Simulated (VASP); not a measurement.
# ScAl (Pm-3m) in VASP: single point with r2SCAN

Aim: the single point of ScAl with r2SCAN.

Everything below comes from runs of VASP 6.6.1. Logs are shortened: lines on timing, memory, paths and dates and some standing lists are left out, and cuts for length are marked.

## Step 1: The cell of the first run

Symmetry: Pm-3m, No. 221, cubic system. Conventional cell: a = 3.370 Å, b = 3.370 Å, c = 3.370 Å, α = 90.00°, β = 90.00°, γ = 90.00°. Within 3.8 Å of Sc (site symmetry m-3m) lie 8 Al at 2.92 Å and 6 Sc at 3.37 Å. Within 3.8 Å of Al (site symmetry m-3m) lie 8 Sc at 2.92 Å and 6 Al at 3.37 Å.

## Step 2: Single point, r2SCAN

The input, POSCAR:

```
ScAl
1.0
    3.3703489700      0.0000000000      0.0000000000
    0.0000000000      3.3703489700      0.0000000000
    0.0000000000      0.0000000000      3.3703489700
Sc Al
1 1
Direct
    0.5000000000      0.5000000000      0.5000000000
    0.0000000000      0.0000000000      0.0000000000
```

The input, INCAR.step1:

```
PREC = Accurate ; ENCUT = 520
ISMEAR = 0 ; SIGMA = 0.15
LREAL = False ; LASPH = True
NELM = 80 ; NBANDS = 14
GGA = PE ; ALGO = Normal
EDIFF = 1E-4 ; LWAVE = True
LCHARG = False
```

The input, INCAR.step2:

```
PREC = Accurate ; ENCUT = 520
EDIFF = 1E-6 ; ISMEAR = 0
SIGMA = 0.15 ; LREAL = False
LASPH = True ; NELM = 80
ALGO = Normal ; ISIF = 2
LWAVE = False ; LCHARG = False
METAGGA = R2SCAN ; LMIXTAU = True
NBANDS = 14 ; ISTART = 1
```

The input, KPOINTS:

```
regular mesh
0
Gamma
  14 14 14
```

Potentials or basis: VASP PAW PBE potentials, release 64 (Sc_sv, Al).

On the command line:

```
$ cat potpaw_PBE.64/Sc_sv/POTCAR potpaw_PBE.64/Al/POTCAR > POTCAR
$ cp INCAR.step1 INCAR
$ mpirun -np 1 vasp_std > vasp.out
$ cp INCAR.step2 INCAR
$ mpirun -np 1 vasp_std > vasp.out
```

OUTCAR:

```text
PREC = Accurate
   ENCUT = 520
   EDIFF = 1E-6
   ISMEAR = 0
   LREAL = False
   LASPH = True
   NELM = 80
   ISIF = 2
   METAGGA = R2SCAN
   ISTART = 1

 ion  position               nearest neighbor table
   1  0.500  0.500  0.500-   2 2.92   2 2.92   2 2.92   2 2.92   2 2.92   2 2.92   2 2.92   2 2.92

   2  0.000  0.000  0.000-   1 2.92   1 2.92   1 2.92   1 2.92   1 2.92   1 2.92   1 2.92   1 2.92

  LATTYP: Found a simple cubic cell.
 ALAT       =     3.3703489700

  Lattice vectors:

 A1 = (   3.3703489700,   0.0000000000,   0.0000000000)
 A2 = (   0.0000000000,   3.3703489700,   0.0000000000)
 A3 = (   0.0000000000,   0.0000000000,   3.3703489700)

Analysis of symmetry for initial positions (statically):
=====================================================================
 Subroutine PRICEL returns:
 Original cell was already a primitive cell.

 Routine SETGRP: Setting up the symmetry group for a
 simple cubic supercell.

 Subroutine GETGRP returns: Found 48 space group operations
 (whereof 48 operations were pure point group operations)
 out of a pool of 48 trial point group operations.

The static configuration has the point symmetry O_h .

Analysis of symmetry for dynamics (positions and initial velocities):
=====================================================================
 Subroutine PRICEL returns:
 Original cell was already a primitive cell.

 Routine SETGRP: Setting up the symmetry group for a
 simple cubic supercell.

 Subroutine GETGRP returns: Found 48 space group operations
 (whereof 48 operations were pure point group operations)
 out of a pool of 48 trial point group operations.

The dynamic configuration has the point symmetry O_h .

 Subroutine INISYM returns: Found 48 space group operations
 (whereof 48 operations are pure point group operations),
 and found     1 'primitive' translations

----------------------------------------------------------------------------------------

                                     Primitive cell

  volume of cell :      38.2846

  direct lattice vectors                    reciprocal lattice vectors
     3.370348970  0.000000000  0.000000000     0.296705181  0.000000000  0.000000000
     0.000000000  3.370348970  0.000000000     0.000000000  0.296705181  0.000000000
     0.000000000  0.000000000  3.370348970     0.000000000  0.000000000  0.296705181

  length of vectors
     3.370348970  3.370348970  3.370348970     0.296705181  0.296705181  0.296705181

  position of ions in fractional coordinates (direct lattice)
     0.500000000  0.500000000  0.500000000
     0.000000000  0.000000000  0.000000000

  ion indices of the primitive-cell ions
   primitive index   ion index
                 1           1
                 2           2

----------------------------------------------------------------------------------------

 KPOINTS: regular mesh

Automatic generation of k-mesh.
 Grid dimensions read from file:
 generate k-points for:   14   14   14

 Generating k-lattice:

  Cartesian coordinates                     Fractional coordinates (reciprocal lattice)
     0.021193227  0.000000000  0.000000000     0.071428571  0.000000000  0.000000000
     0.000000000  0.021193227  0.000000000     0.000000000  0.071428571  0.000000000
     0.000000000  0.000000000  0.021193227     0.000000000  0.000000000  0.071428571

  Length of vectors
     0.021193227  0.021193227  0.021193227

  Shift w.r.t. Gamma in fractional coordinates (k-lattice)
     0.000000000  0.000000000  0.000000000

 Subroutine IBZKPT returns following result:
 ===========================================

 Found    120 irreducible k-points:

 Following reciprocal coordinates:
            Coordinates               Weight
  0.000000  0.000000  0.000000      1.000000
  0.071429  0.000000  0.000000      6.000000
  0.142857  0.000000  0.000000      6.000000
  0.214286  0.000000  0.000000      6.000000
  0.285714  0.000000  0.000000      6.000000
  0.357143  0.000000  0.000000      6.000000
[... 16 lines left out ...]
  0.285714  0.214286  0.000000     24.000000
  0.357143  0.214286  0.000000     24.000000
 [... further k-points ...]
   k-points           NKPTS =    120   k-points in BZ     NKDIM =    120   number of bands    NBANDS=     14
   number of dos      NEDOS =    301   number of ions     NIONS =      2
   total plane-waves  NPLWV =  21952
   dimension x,y,z NGX =    28 NGY =   28 NGZ =   28
   dimension x,y,z NGXF=    56 NGYF=   56 NGZF=   56
   ions per type =               1   1
   NGX,Y,Z   is equivalent  to a cutoff of  13.81, 13.81, 13.81 a.u.
   NGXF,Y,Z  is equivalent  to a cutoff of  27.62, 27.62, 27.62 a.u.
 SYSTEM =  unknown system
   PREC   = accura    normal or accurate (medium, high low for compatibility)
   ISTART =      1    job   : 0-new  1-cont  2-samecut
   ICHARG =      0    charge: 1-file 2-atom 10-const
   ISPIN  =      1    spin polarized calculation?
   LNONCOLLINEAR =      F non collinear calculations
   LSORBIT =      F    spin-orbit coupling
   LASPH  =      T    aspherical Exc in radial PAW
   ENCUT  =  520.0 eV  38.22 Ry    6.18 a.u.   6.27  6.27  6.27*2*pi/ulx,y,z
   NELM   =     80;   NELMIN=  2; NELMDL=  0     # of ELM steps
   EDIFF  = 0.1E-05   stopping-criterion for ELM
   LREAL  =      F    real-space projection
   EDIFFG = 0.1E-04   stopping-criterion for IOM
   NSW    =      0    number of steps for IOM
   IBRION =     -1    ionic relax: 0-MD 1-quasi-New 2-CG
   NFREE  =      0    steps in history (QN), initial steepest desc. (CG)
   ISIF   =      2    stress and relaxation
   ISYM   =      2    0-nonsym 1-usesym 2-fastsym
   POTIM  = 0.5000    time-step for ionic-motion
   TEBEG  =    0.0;   TEEND  =   0.0 temperature during run
   PSTRESS=    0.0 pullay stress
   NELECT =      14.0000    total number of electrons
   NUPDOWN=      -1.0000    fix difference up-down
   EMIN   =  10.00;   EMAX   =-10.00  energy-range for DOS
   EFERMI =   0.00;   METHOD = LEGACY
   ISMEAR =     0;   SIGMA  =   0.15  broadening in eV -4-tet -1-fermi 0-gaus
   EFERMI_NEDOS =   21; number of points for ismear=-14 and -15
   IALGO  =     38    algorithm
   IMIX   =      4    mixing-type and parameters
     AMIX     =   0.40;   BMIX     =  1.00
     AMIX_MAG =   1.60;   BMIX_MAG =  1.00
  volume/ion in A,a.u.               =      19.14       129.18
  Fermi-wavevector in a.u.,A,eV,Ry     =   1.170692  2.212287 18.647052  1.370520
  Thomas-Fermi vector in A             =   2.307147
   LORBIT       =      0    0 simple, 1 ext, 2 COOP (PROOUT), +10 PAW based schemes
   METAGGA = R2SCAN    functional components
   LHFCALC =     F    Hartree Fock is set to
   AEXX    =    0.0000 exact exchange contribution
   IVDW    =     0    specifies the selected vdW correction
   LEPSILON=     F    determine dielectric tensor
   LRPA    =     F    only Hartree local field effects (RPA)
 non-spin polarized calculation
 Gauss-broadening in eV      SIGMA  =   0.15
  energy-cutoff  :      520.00
  volume of cell :       38.28
 maximum number of plane-waves:      1064
 NGX is ok and might be reduce to    28
   NGX = 13   NGY = 13   NGZ = 13

 number of electron      14.0000002 magnetization

 Free energy of the ion-electron system (eV)
  ---------------------------------------------------
  ext. energy  EPLUGINS =         0.00000000
  ---------------------------------------------------
  free energy    TOTEN  =       -19.06376932 eV

  energy without entropy =      -19.05521281  energy(sigma->0) =      -19.05949107

 E-fermi :   6.1724     XC(G=0): -11.0285

 val. band max:        6.1541217271   @ k =   0.5000   0.3571   0.0714
 cond. band min:       6.1872484699   @ k =   0.3571   0.0714   0.0000
 fundamental gap:      0.0331267428
 Fermi energy:         6.1724109140

 k-point     1 :       0.0000    0.0000    0.0000
  band No.  band energies     occupation
      1     -45.4546      2.00000
      2     -23.0661      2.00000
      3     -23.0661      2.00000
      4     -23.0661      2.00000
      5      -2.8965      2.00000
      6       5.4387      2.00000
      7       5.4387      2.00000
      8       9.1009      0.00000
      9       9.1009      0.00000
     10       9.1009      0.00000
     11      10.0175      0.00000
     12      10.0175      0.00000
     13      10.0175      0.00000
     14      15.0230      0.00000

 k-point     2 :       0.0714    0.0000    0.0000
  band No.  band energies     occupation
      1     -45.4538      2.00000
      2     -23.0756      2.00000
      3     -23.0653      2.00000
      4     -23.0653      2.00000
      5      -2.8194      2.00000
      6       5.3510      2.00000
      7       5.4795      2.00000
      8       8.8084      0.00000
      9       8.8084      0.00000
     10       9.1124      0.00000
     11       9.8076      0.00000
     12      10.3611      0.00000
     13      10.3611      0.00000
     14      14.8888      0.00000

 k-point     3 :       0.1429    0.0000    0.0000
  band No.  band energies     occupation
      1     -45.4517      2.00000
      2     -23.1020      2.00000
      3     -23.0629      2.00000
      4     -23.0629      2.00000
      5      -2.5903      2.00000
      6       5.0381      2.00000
      7       5.5982      2.00000
      8       8.3370      0.00000
      9       8.3370      0.00000
     10       9.1447      0.00000
     11       9.4495      0.00000
     12      10.9893      0.00000
     13      10.9893      0.00000
     14      14.5141      0.00000
[... 324 lines left out ...]
 k-point    23 :       0.2857    0.2143    0.0000
  band No.  band energies     occupation
      1     -45.4393      2.00000
      2     -23.1727      2.00000
      3     -23.1265      2.00000
      4     -23.0492      2.00000
      5      -1.1145      2.00000
      6       4.0245      2.00000
      7       5.0884      2.00000
      8       7.0356      0.00000
      9       7.6932      0.00000
     10       8.5273      0.00000
     11       9.8646      0.00000
     12      11.0322      0.00000
     13      13.3775      0.00000
     14      13.9139      0.00000

 k-point    24 :       0.3571    0.2143    0.0000
  band No.  band energies     occupation
      1     -45.4362      2.00000
      2     -23.2091      2.00000
      3     -23.1223      2.00000
      4     -23.0457      2.00000
      5      -0.5511      2.00000
      6       3.1449      2.00000
      7       5.3765      2.00000
      8       6.8757      0.00000
      9       7.4986      0.00000
     10       8.5680      0.00000
     11       9.9311      0.00000
     12      11.4564      0.00000
     13      13.5032      0.00000
     14      13.9088      0.00000

 [... further k-points ...]

------------------------ aborting loop because EDIFF is reached ----------------------------------------

  FORCE on cell =-STRESS in cart. coord.  units (eV):
  Direction    XX          YY          ZZ          XY          YZ          ZX
  --------------------------------------------------------------------------------------
  -------------------------------------------------------------------------------------
  Total        0.0436943      0.0436943      0.0436943     -0.0000000     -0.0000000      0.0000000
  in kB        1.8285680      1.8285680      1.8285680     -0.0000000     -0.0000000      0.0000000
  external PRESSURE =       1.8285680 kB  Pullay stress =       0.0000000 kB

 VOLUME and BASIS-vectors are now :
 -----------------------------------------------------------------------------
  energy-cutoff  :      520.00
  volume of cell :       38.28
      direct lattice vectors                 reciprocal lattice vectors
     3.370348970  0.000000000  0.000000000     0.296705181  0.000000000  0.000000000
     0.000000000  3.370348970  0.000000000     0.000000000  0.296705181  0.000000000
     0.000000000  0.000000000  3.370348970     0.000000000  0.000000000  0.296705181

 POSITION                                       TOTAL-FORCE (eV/Angst)
 -----------------------------------------------------------------------------------
      1.68517      1.68517      1.68517         0.000000      0.000000      0.000000
      0.00000      0.00000      0.00000         0.000000      0.000000      0.000000
 -----------------------------------------------------------------------------------
    total drift:                                0.000000      0.000000      0.000000

  FREE ENERGIE OF THE ION-ELECTRON SYSTEM (eV)
  ---------------------------------------------------
  free  energy   TOTEN  =       -19.0637693232 eV

  energy  without entropy=      -19.0552128071  energy(sigma->0) =      -19.05949107
```

Wall time 2 min (1 thread of Intel Xeon 6975P-C (Granite Rapids), shared host); peak memory 0.21 GiB.

Results:

- Free energy: -19.0638 eV
- Pressure: 0.2 GPa
- Band gap on the k mesh: zero (band 7 reaches 6.53 eV, above the bottom of band 8 at 5.27 eV)

Caveat: the PAW data sets were made with another functional, which shifts forces and pressure a little.
